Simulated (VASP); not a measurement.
# NaTi3Bi2 (P6/mmm) in VASP: further runs

NaTi3Bi2 is run at these levels: PBE; tasks: single point.

All numbers are computed with VASP 6.6.1; they aren't measurements. Logs are shortened: lines on timing, memory, paths and dates and some standing lists are left out, and cuts for length are marked.

### Step 1. The cell of the first run

It takes space group P6/mmm (No. 191, hexagonal). The conventional cell has a = 5.987 Å, b = 5.987 Å, c = 4.688 Å, α = 90.00°, β = 90.00°, γ = 120.00°. Na (site symmetry 6/mmm) has 6 Bi at 3.46 Å and 12 Ti at 3.80 Å within 4.5 Å. Within 3.8 Å of Ti (site symmetry mmm) lie 4 Bi at 2.91 Å and 4 Ti at 2.99 Å. Within 3.8 Å of Bi (site symmetry -6m2) lie 6 Ti at 2.91 Å and 3 Na at 3.46 Å and 3 Bi at 3.46 Å.

### Step 2. Single point, PBE

File INCAR:

```
SYSTEM = NaTi3Bi2
PREC = Accurate
ENCUT = 520
EDIFF = 1E-6
ISMEAR = 0
SIGMA = 0.1
LREAL = .FALSE.
LASPH = .TRUE.
NELM = 80
ALGO = Normal
ISIF = 2
LWAVE = .FALSE.
LCHARG = .FALSE.
GGA = PE
NBANDS = 46
```

File KPOINTS:

```
Automatic mesh
0
G
  3 3 4
  0 0 0
```

File POSCAR:

```
NaTi3Bi2
1.0
    5.9874344017      0.0000000000      0.0000000000
   -2.9937172008      5.1852702954      0.0000000000
    0.0000000000      0.0000000000      4.6884134917
Na Ti Bi
1 3 2
Direct
    0.0000000000      0.0000000000      0.0000000000
    0.5000000000      0.0000000000      0.5000000000
    0.5000000000      0.5000000000      0.5000000000
    0.0000000000      0.5000000000      0.5000000000
    0.3333333333      0.6666666667      0.0000000000
    0.6666666667      0.3333333333      0.0000000000
```

Potentials or basis: VASP PAW PBE potentials, release 64 (Na_pv, Ti_sv, Bi_d).

Run with:

```
> cat potpaw_PBE.64/Na_pv/POTCAR potpaw_PBE.64/Ti_sv/POTCAR potpaw_PBE.64/Bi_d/POTCAR > POTCAR
> mpirun -np 1 vasp_std > vasp.out
```

OUTCAR:

```text
SYSTEM = NaTi3Bi2
   PREC = Accurate
   ENCUT = 520
   EDIFF = 1E-6
   ISMEAR = 0
   LREAL = .FALSE.
   LASPH = .TRUE.
   NELM = 80
   ISIF = 2
   GGA = PE

 ion  position               nearest neighbor table
   1  0.000  0.000  0.000-
   2  0.500  0.000  0.500-   5 2.91   6 2.91   5 2.91   6 2.91
   3  0.500  0.500  0.500-   5 2.91   6 2.91   5 2.91   6 2.91
   4  0.000  0.500  0.500-   5 2.91   6 2.91   5 2.91   6 2.91
   5  0.333  0.667  0.000-   4 2.91   4 2.91   2 2.91   2 2.91   3 2.91   3 2.91   6 3.46   6 3.46
                             6 3.46
   6  0.667  0.333  0.000-   4 2.91   4 2.91   2 2.91   2 2.91   3 2.91   3 2.91   5 3.46   5 3.46
                             5 3.46

  LATTYP: Found a hexagonal cell.
 ALAT       =     5.9874344017
 C/A-ratio  =     0.7830421475

  Lattice vectors:

 A1 = (   5.9874344017,   0.0000000000,   0.0000000000)
 A2 = (  -2.9937172008,   5.1852702954,   0.0000000000)
 A3 = (   0.0000000000,   0.0000000000,   4.6884134917)

Analysis of symmetry for initial positions (statically):
=====================================================================
 Subroutine PRICEL returns:
 Original cell was already a primitive cell.

 Routine SETGRP: Setting up the symmetry group for a
 hexagonal supercell.

 Subroutine GETGRP returns: Found 24 space group operations
 (whereof 24 operations were pure point group operations)
 out of a pool of 24 trial point group operations.

The static configuration has the point symmetry D_6h.

Analysis of symmetry for dynamics (positions and initial velocities):
=====================================================================
 Subroutine PRICEL returns:
 Original cell was already a primitive cell.

 Routine SETGRP: Setting up the symmetry group for a
 hexagonal supercell.

 Subroutine GETGRP returns: Found 24 space group operations
 (whereof 24 operations were pure point group operations)
 out of a pool of 24 trial point group operations.

The dynamic configuration has the point symmetry D_6h.

 Subroutine INISYM returns: Found 24 space group operations
 (whereof 24 operations are pure point group operations),
 and found     1 'primitive' translations

----------------------------------------------------------------------------------------

                                     Primitive cell

[... 82 lines left out ...]
   EDIFF  = 0.1E-05   stopping-criterion for ELM
   LREAL  =      F    real-space projection
   EDIFFG = 0.1E-04   stopping-criterion for IOM
   NSW    =      0    number of steps for IOM
   IBRION =     -1    ionic relax: 0-MD 1-quasi-New 2-CG
   NFREE  =      0    steps in history (QN), initial steepest desc. (CG)
   ISIF   =      2    stress and relaxation
   ISYM   =      2    0-nonsym 1-usesym 2-fastsym
   POTIM  = 0.5000    time-step for ionic-motion
   TEBEG  =    0.0;   TEEND  =   0.0 temperature during run
   PSTRESS=    0.0 pullay stress
   NELECT =      73.0000    total number of electrons
   NUPDOWN=      -1.0000    fix difference up-down
   EMIN   =  10.00;   EMAX   =-10.00  energy-range for DOS
   EFERMI =   0.00;   METHOD = LEGACY
   ISMEAR =     0;   SIGMA  =   0.10  broadening in eV -4-tet -1-fermi 0-gaus
   EFERMI_NEDOS =   21; number of points for ismear=-14 and -15
   IALGO  =     38    algorithm
   IMIX   =      4    mixing-type and parameters
     AMIX     =   0.40;   BMIX     =  1.00
     AMIX_MAG =   1.60;   BMIX_MAG =  1.00
  volume/ion in A,a.u.               =      24.26       163.71
  Fermi-wavevector in a.u.,A,eV,Ry     =   1.300678  2.457925 23.017833  1.691763
  Thomas-Fermi vector in A             =   2.431861
   LORBIT       =      0    0 simple, 1 ext, 2 COOP (PROOUT), +10 PAW based schemes
   GGA     = PE    functional components
   LHFCALC =     F    Hartree Fock is set to
   AEXX    =    0.0000 exact exchange contribution
   IVDW    =     0    specifies the selected vdW correction
   LEPSILON=     F    determine dielectric tensor
   LRPA    =     F    only Hartree local field effects (RPA)
 non-spin polarized calculation
 Gauss-broadening in eV      SIGMA  =   0.10
  energy-cutoff  :      520.00
  volume of cell :      145.56
 maximum number of plane-waves:      3930
 NGX is ok and might be reduce to    48
   NGX = 23   NGY = 23   NGZ = 17

 number of electron      73.0000029 magnetization

 Free energy of the ion-electron system (eV)
  ---------------------------------------------------
  ext. energy  EPLUGINS =         0.00000000
  ---------------------------------------------------
  free energy    TOTEN  =       -31.57174565 eV

  energy without entropy =      -31.51283822  energy(sigma->0) =      -31.54229194

 E-fermi :   6.4313     XC(G=0):  -9.9766

 val. band max:        6.4283740105   @ k =   0.3333   0.3333   0.5000
 cond. band min:       6.4320203253   @ k =   0.3333   0.3333   0.2500
 fundamental gap:      0.0036463148
 Fermi energy:         6.4312854353

 k-point     1 :       0.0000    0.0000    0.0000
  band No.  band energies     occupation
      1     -50.5618      2.00000
      2     -50.5186      2.00000
      3     -50.5186      2.00000
      4     -26.9693      2.00000
      5     -26.9254      2.00000
      6     -26.9254      2.00000
[... 430 lines left out ...]
     45       7.6850      0.00000
     46       8.7699      0.00000

------------------------ aborting loop because EDIFF is reached ----------------------------------------

  FORCE on cell =-STRESS in cart. coord.  units (eV):
  Direction    XX          YY          ZZ          XY          YZ          ZX
  --------------------------------------------------------------------------------------
  -------------------------------------------------------------------------------------
  Total       -0.0816397     -0.0816397      0.0898502     -0.0000000      0.0000000      0.0000000
  in kB       -0.8986159     -0.8986159      0.9889890     -0.0000000      0.0000000      0.0000000
  external PRESSURE =      -0.2694142 kB  Pullay stress =       0.0000000 kB

 VOLUME and BASIS-vectors are now :
 -----------------------------------------------------------------------------
  energy-cutoff  :      520.00
  volume of cell :      145.56
      direct lattice vectors                 reciprocal lattice vectors
     5.987434402  0.000000000  0.000000000     0.167016444  0.096426989  0.000000000
    -2.993717201  5.185270295  0.000000000     0.000000000  0.192853977  0.000000000
     0.000000000  0.000000000  4.688413492     0.000000000  0.000000000  0.213291767

 POSITION                                       TOTAL-FORCE (eV/Angst)
 -----------------------------------------------------------------------------------
      0.00000      0.00000      0.00000        -0.000000      0.000000     -0.000000
      2.99372      0.00000      2.34421        -0.000000      0.000000     -0.000000
      1.49686      2.59264      2.34421        -0.000000      0.000000     -0.000000
     -1.49686      2.59264      2.34421        -0.000000      0.000000     -0.000000
     -0.00000      3.45685      0.00000        -0.000000      0.000000      0.000000
      2.99372      1.72842      0.00000         0.000000      0.000000     -0.000000
 -----------------------------------------------------------------------------------
    total drift:                               -0.000000      0.000000     -0.000000

  FREE ENERGIE OF THE ION-ELECTRON SYSTEM (eV)
  ---------------------------------------------------
  free  energy   TOTEN  =       -31.5717456516 eV

  energy  without entropy=      -31.5128382248  energy(sigma->0) =      -31.54229194
```

Wall time 40 s (1 thread of AMD EPYC 9R45 (Zen 5), shared host); peak memory 0.26 GiB.

Results:

```
Free energy : -31.5717 eV
Pressure    : 0.0 GPa
```

Caveat: the k points lie up to 0.40 Å⁻¹ apart; spin-orbit coupling is left out, which moves the levels of the heavy elements.

### Step 3. Single point, PBE

This run uses another cell than the first one, of 20.63 Å³/atom, 0.850 times its volume.

File INCAR:

```
  PREC = Accurate
  ENCUT = 520
  EDIFF = 1E-6
  ISMEAR = 0
  SIGMA = 0.1
  LREAL = False
  LASPH = True
  NELM = 60
  ALGO = Normal
  ISIF = 2
  LWAVE = False
  LCHARG = False
  GGA = PE
  NBANDS = 46
```

File KPOINTS:

```
Automatic mesh
0
Gamma
  3 3 6
```

Edit POSCAR of step 2 so:

```diff
@@ -2,5 +2,5 @@
 1.0
-    5.9874344017      0.0000000000      0.0000000000
-   -2.9937172008      5.1852702954      0.0000000000
-    0.0000000000      0.0000000000      4.6884134917
+    6.1130283564      0.0000000000      0.0000000000
+   -3.0565141782      5.2940378507      0.0000000000
+    0.0000000000      0.0000000000      3.8252000487
 Na Ti Bi
```

Potentials or basis: VASP PAW PBE potentials, release 64 (Na_pv, Ti_sv, Bi_d).

Run with:

```
> cat potpaw_PBE.64/Na_pv/POTCAR potpaw_PBE.64/Ti_sv/POTCAR potpaw_PBE.64/Bi_d/POTCAR > POTCAR
> mpirun -np 1 vasp_std > vasp.out
```

It took 43 s on 1 thread of AMD EPYC 9R45 (Zen 5), shared host; peak memory 0.23 GiB.

It converged, with:

```yaml
Free_energy: -29.1981 eV
Pressure: 23.8 GPa
```

Stress tensor (GPa, compression positive):
```
17.58  0.00  0.00
 0.00 17.58  0.00
 0.00  0.00 36.31
```

Levels at points of the mesh, in eV from the Fermi level:
```
           k point  band 34  band 35  band 36  band 37  band 38  band 39
(0.00, 0.00, 0.00)    -1.83    -0.71    -0.71    -0.58     0.30     0.30
(0.00, 0.00, 0.50)    -1.21    -0.87    -0.87     0.30     0.72     0.72
```

Caveat: the k points lie up to 0.40 Å⁻¹ apart; spin-orbit coupling is left out, which moves the levels of the heavy elements.
